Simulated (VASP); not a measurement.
# TlPO2 (P-4m2) in VASP: relaxation of cell and atoms with PBE

Aim: the relaxation of cell and atoms of TlPO2 with PBE.

All numbers are computed with VASP 6.6.1; they aren't measurements. Logs are shortened: lines on timing, memory, paths and dates and some standing lists are left out, and cuts for length are marked.

## (1) The cell of the first run

Symmetry: P-4m2, No. 115, tetragonal system. The conventional cell has a = 3.434 Å, b = 3.434 Å, c = 4.836 Å, α = 90.00°, β = 90.00°, γ = 90.00°. Within 2.7 Å of Tl (site symmetry -4m2) lie 4 O at 2.07 Å. Within 2.8 Å of P (site symmetry -4m2) lie 4 O at 2.13 Å. Within 2.7 Å of O (site symmetry 2mm) lie 2 Tl at 2.07 Å and 2 P at 2.13 Å.

The cell was generated, and may not be a known phase.

## (2) Relaxation of cell and atoms, PBE

INCAR

```
SYSTEM = TlPO2
ALGO = Normal
EDIFF = 1E-7
EDIFFG = -0.04
ENCUT = 910
GGA = PE
GGA_COMPAT = .FALSE.
IBRION = 2
ISIF = 3
ISMEAR = 0
LASPH = .TRUE.
LCHARG = .FALSE.
LREAL = .FALSE.
LWAVE = .FALSE.
NELM = 120
NELMIN = 4
NSW = 90
PREC = Accurate
SIGMA = 0.1
```

KPOINTS

```
k-points
0
G
  6 6 4
  0 0 0
```

POSCAR

```
TlPO2
1.0
    3.4338586900      0.0000000000      0.0000000000
    0.0000000000      3.4338586900      0.0000000000
    0.0000000000      0.0000000000      4.8364947200
Tl P O
1 1 2
Direct
    0.5000000000      0.5000000000      0.5000000000
    0.0000000000      0.0000000000      0.0000000000
    0.5000000000      0.0000000000      0.7382648000
    0.0000000000      0.5000000000      0.2617352000
```

Potentials or basis: VASP PAW PBE potentials, release 64 (Tl_d, P, O_h).

The run is started by

```console
> cat potpaw_PBE.64/Tl_d/POTCAR potpaw_PBE.64/P/POTCAR potpaw_PBE.64/O_h/POTCAR > POTCAR
> mpirun -np 1 vasp_std > vasp.out
```

OUTCAR:

```text
SYSTEM = TlPO2
   EDIFF = 1E-7
   EDIFFG = -0.04
   ENCUT = 910
   GGA = PE
   IBRION = 2
   ISIF = 3
   ISMEAR = 0
   LASPH = .TRUE.
   LREAL = .FALSE.
   NELM = 120
   NELMIN = 4
   NSW = 90
   PREC = Accurate

 ion  position               nearest neighbor table
   1  0.500  0.500  0.500-   3 2.07   4 2.07   3 2.07   4 2.07   2 3.43   2 3.43   2 3.43   2 3.43
                             2 3.43   2 3.43   2 3.43   2 3.43
   2  0.000  0.000  0.000-   3 2.13   4 2.13   4 2.13   3 2.13   1 3.43   1 3.43   1 3.43   1 3.43
                             1 3.43   1 3.43   1 3.43   1 3.43
   3  0.500  0.000  0.738-   1 2.07   1 2.07   2 2.13   2 2.13
   4  0.000  0.500  0.262-   1 2.07   1 2.07   2 2.13   2 2.13

  LATTYP: Found a simple tetragonal cell.
 ALAT       =     3.4338586900
 C/A-ratio  =     1.4084722630

  Lattice vectors:

 A1 = (   3.4338586900,   0.0000000000,   0.0000000000)
 A2 = (   0.0000000000,   3.4338586900,   0.0000000000)
 A3 = (   0.0000000000,   0.0000000000,   4.8364947200)

Analysis of symmetry for initial positions (statically):
=====================================================================
 Subroutine PRICEL returns:
 Original cell was already a primitive cell.

 Routine SETGRP: Setting up the symmetry group for a
 simple tetragonal supercell.

 Subroutine GETGRP returns: Found  8 space group operations
 (whereof  8 operations were pure point group operations)
 out of a pool of 16 trial point group operations.

The static configuration has the point symmetry D_2d.

Analysis of symmetry for dynamics (positions and initial velocities):
=====================================================================
 Subroutine PRICEL returns:
 Original cell was already a primitive cell.

 Routine SETGRP: Setting up the symmetry group for a
 simple tetragonal supercell.

 Subroutine GETGRP returns: Found  8 space group operations
 (whereof  8 operations were pure point group operations)
 out of a pool of 16 trial point group operations.

The dynamic configuration has the point symmetry D_2d.

 Subroutine INISYM returns: Found  8 space group operations
 (whereof  8 operations are pure point group operations),
 and found     1 'primitive' translations

----------------------------------------------------------------------------------------

                                     Primitive cell

  volume of cell :      57.0290

  direct lattice vectors                    reciprocal lattice vectors
     3.433858690  0.000000000  0.000000000     0.291217575  0.000000000  0.000000000
     0.000000000  3.433858690  0.000000000     0.000000000  0.291217575  0.000000000
     0.000000000  0.000000000  4.836494720     0.000000000  0.000000000  0.206761313

  length of vectors
     3.433858690  3.433858690  4.836494720     0.291217575  0.291217575  0.206761313

  position of ions in fractional coordinates (direct lattice)
     0.500000000  0.500000000  0.500000000
     0.000000000  0.000000000  0.000000000
     0.500000000  0.000000000  0.738264800
     0.000000000  0.500000000  0.261735200

  ion indices of the primitive-cell ions
   primitive index   ion index
                 1           1
                 2           2
                 3           3
                 4           4

----------------------------------------------------------------------------------------

 KPOINTS: k-points

Automatic generation of k-mesh.
 Grid dimensions read from file:
 generate k-points for:    6    6    4

 Generating k-lattice:

  Cartesian coordinates                     Fractional coordinates (reciprocal lattice)
     0.048536262  0.000000000  0.000000000     0.166666667  0.000000000  0.000000000
     0.000000000  0.048536262  0.000000000     0.000000000  0.166666667  0.000000000
     0.000000000  0.000000000  0.051690328     0.000000000  0.000000000  0.250000000

  Length of vectors
     0.048536262  0.048536262  0.051690328

  Shift w.r.t. Gamma in fractional coordinates (k-lattice)
     0.000000000  0.000000000  0.000000000

 Subroutine IBZKPT returns following result:
 ===========================================

 Found     30 irreducible k-points:

 Following reciprocal coordinates:
            Coordinates               Weight
  0.000000  0.000000  0.000000      1.000000
  0.166667  0.000000  0.000000      4.000000
  0.333333  0.000000  0.000000      4.000000
  0.500000  0.000000  0.000000      2.000000
  0.166667  0.166667  0.000000      4.000000
  0.333333  0.166667  0.000000      8.000000
[... 16 lines left out ...]
  0.333333  0.000000  0.500000      4.000000
  0.500000  0.000000  0.500000      2.000000
 [... further k-points ...]
   k-points           NKPTS =     30   k-points in BZ     NKDIM =     30   number of bands    NBANDS=     19
   number of dos      NEDOS =    301   number of ions     NIONS =      4
   total plane-waves  NPLWV =  62208
   dimension x,y,z NGX =    36 NGY =   36 NGZ =   48
   dimension x,y,z NGXF=    72 NGYF=   72 NGZF=   96
   ions per type =               1   1   2
   NGX,Y,Z   is equivalent  to a cutoff of  17.43, 17.43, 16.50 a.u.
   NGXF,Y,Z  is equivalent  to a cutoff of  34.86, 34.86, 33.00 a.u.
 SYSTEM =  TlPO2
   PREC   = accura    normal or accurate (medium, high low for compatibility)
   ISTART =      0    job   : 0-new  1-cont  2-samecut
   ICHARG =      2    charge: 1-file 2-atom 10-const
   ISPIN  =      1    spin polarized calculation?
   LNONCOLLINEAR =      F non collinear calculations
   LSORBIT =      F    spin-orbit coupling
   LASPH  =      T    aspherical Exc in radial PAW
   ENCUT  =  910.0 eV  66.88 Ry    8.18 a.u.   8.45  8.45 11.90*2*pi/ulx,y,z
   NELM   =    120;   NELMIN=  4; NELMDL= -5     # of ELM steps
   EDIFF  = 0.1E-06   stopping-criterion for ELM
   LREAL  =      F    real-space projection
   EDIFFG = -.4E-01   stopping-criterion for IOM
   NSW    =     90    number of steps for IOM
   IBRION =      2    ionic relax: 0-MD 1-quasi-New 2-CG
   NFREE  =      1    steps in history (QN), initial steepest desc. (CG)
   ISIF   =      3    stress and relaxation
   ISYM   =      2    0-nonsym 1-usesym 2-fastsym
   POTIM  = 0.5000    time-step for ionic-motion
   TEBEG  =    0.0;   TEEND  =   0.0 temperature during run
   PSTRESS=    0.0 pullay stress
   NELECT =      30.0000    total number of electrons
   NUPDOWN=      -1.0000    fix difference up-down
   EMIN   =  10.00;   EMAX   =-10.00  energy-range for DOS
   EFERMI =   0.00;   METHOD = LEGACY
   ISMEAR =     0;   SIGMA  =   0.10  broadening in eV -4-tet -1-fermi 0-gaus
   EFERMI_NEDOS =   21; number of points for ismear=-14 and -15
   IALGO  =     38    algorithm
   IMIX   =      4    mixing-type and parameters
     AMIX     =   0.40;   BMIX     =  1.00
     AMIX_MAG =   1.60;   BMIX_MAG =  1.00
  volume/ion in A,a.u.               =      14.26        96.21
  Fermi-wavevector in a.u.,A,eV,Ry     =   1.321549  2.497366 23.762477  1.746493
  Thomas-Fermi vector in A             =   2.451295
   LORBIT       =      0    0 simple, 1 ext, 2 COOP (PROOUT), +10 PAW based schemes
   GGA     = PE    functional components
   LHFCALC =     F    Hartree Fock is set to
   AEXX    =    0.0000 exact exchange contribution
   IVDW    =     0    specifies the selected vdW correction
   LEPSILON=     F    determine dielectric tensor
   LRPA    =     F    only Hartree local field effects (RPA)
 conjugate gradient relaxation of ions
 non-spin polarized calculation
 Gauss-broadening in eV      SIGMA  =   0.10
  energy-cutoff  :      910.00
  volume of cell :       57.03
 maximum number of plane-waves:      3584
 NGX is ok and might be reduce to    36
   NGX = 17   NGY = 17   NGZ = 23

--------------------------------------- Ionic step        1  -------------------------------------------

 number of electron      29.9999999 magnetization

 Free energy of the ion-electron system (eV)
  ---------------------------------------------------
  ext. energy  EPLUGINS =         0.00000000
  ---------------------------------------------------
  free energy    TOTEN  =       -16.03972049 eV

  energy without entropy =      -16.03210613  energy(sigma->0) =      -16.03591331

------------------------ aborting loop because EDIFF is reached ----------------------------------------

  FORCE on cell =-STRESS in cart. coord.  units (eV):
  Direction    XX          YY          ZZ          XY          YZ          ZX
  --------------------------------------------------------------------------------------
  -------------------------------------------------------------------------------------
  Total       10.9213776     10.9213776     10.0393147      0.0000000      0.0000000      0.0000000
  in kB      306.8262060    306.8262060    282.0454481      0.0000000      0.0000000      0.0000000
  external PRESSURE =     298.5659534 kB  Pullay stress =       0.0000000 kB
[... 1157 lines left out ...]
      5      -5.4073      2.00000
      6      -5.3916      2.00000
[... 11 lines left out ...]
     18       8.6254      0.00000
     19       9.0831      0.00000

 [... further k-points ...]

[... ionic steps 4 to 7 ...]

--------------------------------------- Ionic step        8  -------------------------------------------

 number of electron      30.0000002 magnetization

------------------------ aborting loop because EDIFF is reached ----------------------------------------

  FORCE on cell =-STRESS in cart. coord.  units (eV):
  Direction    XX          YY          ZZ          XY          YZ          ZX
  --------------------------------------------------------------------------------------
  -------------------------------------------------------------------------------------
  Total       -0.9028175     -0.9028175      0.2325656      0.0000000     -0.0000000      0.0000000
  in kB      -22.7561393    -22.7561393      5.8619776      0.0000000     -0.0000000      0.0000000
  external PRESSURE =     -13.2167670 kB  Pullay stress =       0.0000000 kB
[... 61 lines left out ...]
  energy  without entropy=      -20.0797324603  energy(sigma->0) =      -20.08230231

--------------------------------------- Ionic step       10  -------------------------------------------

 number of electron      30.0000006 magnetization

 Free energy of the ion-electron system (eV)
  ---------------------------------------------------
  ext. energy  EPLUGINS =         0.00000000
  ---------------------------------------------------
  free energy    TOTEN  =       -20.08866397 eV

  energy without entropy =      -20.08362418  energy(sigma->0) =      -20.08614407

 E-fermi :   5.8032     XC(G=0): -10.2484

 val. band max:        5.7808972746   @ k =   0.5000   0.0000   0.5000
 cond. band min:       6.1902606103   @ k =   0.3333   0.1667   0.5000
 fundamental gap:      0.4093633357
 Fermi energy:         5.8032480233

 k-point     1 :       0.0000    0.0000    0.0000
  band No.  band energies     occupation
      1     -15.7454      2.00000
      2     -12.3525      2.00000
      3      -5.6634      2.00000
      4      -5.4278      2.00000
      5      -5.2217      2.00000
      6      -5.2217      2.00000
[... 550 lines left out ...]
  FREE ENERGIE OF THE ION-ELECTRON SYSTEM (eV)
  ---------------------------------------------------
  free  energy   TOTEN  =       -20.0886639694 eV

  energy  without entropy=      -20.0836241769  energy(sigma->0) =      -20.08614407

 reached required accuracy - stopping structural energy minimisation
```

Run time: 6.5 min. Hardware: 1 thread of AMD EPYC 7R43 (Zen 3), shared host; peak memory 0.26 GiB.

What came out:

```
Free energy                           : -20.0887 eV
Relaxed volume                        : 15.80 Å³/atom
Relaxed cell                          : a = 3.516 Å, b = 3.516 Å, c = 5.113 Å, α = 90.00°, β = 90.00°, γ = 90.00°
Space group after relaxing (to 0.1 Å) : P-4m2 (No. 115)
Energy gained by relaxing             : 1012.2 meV/atom
Ionic steps                           : 10
Pressure after relaxing               : 0.1 GPa
Band gap on the k mesh                : zero (bands 15 and 16 overlap by 0.02 eV)
```

The path:
```csv
step,energy change (eV),largest force (eV/Å),pressure (GPa),volume (Å³)
1,0.0000,3.0807,29.86,57.03
2,-1.2495,1.8577,-11.79,81.89
3,-1.5126,2.0775,-3.73,72.92
4,-1.9910,2.0569,-3.00,71.65
5,-3.2607,1.6029,-1.99,67.92
6,-4.0017,0.0977,2.03,60.85
7,-4.0258,0.0203,-2.78,64.96
8,-4.0331,0.0390,-1.32,63.56
9,-4.0452,0.0022,0.68,62.99
10,-4.0489,0.0006,0.09,63.20
```

Final structure:
```xyz
4
Lattice="3.5159 0.0000 0.0000 0.0000 3.5159 0.0000 0.0000 0.0000 5.1129" Properties=species:S:1:pos:R:3 pbc="T T T"
Tl    1.7580    1.7580    2.5565
P     0.0000    0.0000    5.1129
O     1.7580    0.0000    5.0320
O     3.5159    1.7580    0.0809
```

Caveat: spin-orbit coupling is left out, which moves the levels of the heavy elements.

The gap in the log of VASP goes by the Fermi energy; the results here count the filled bands.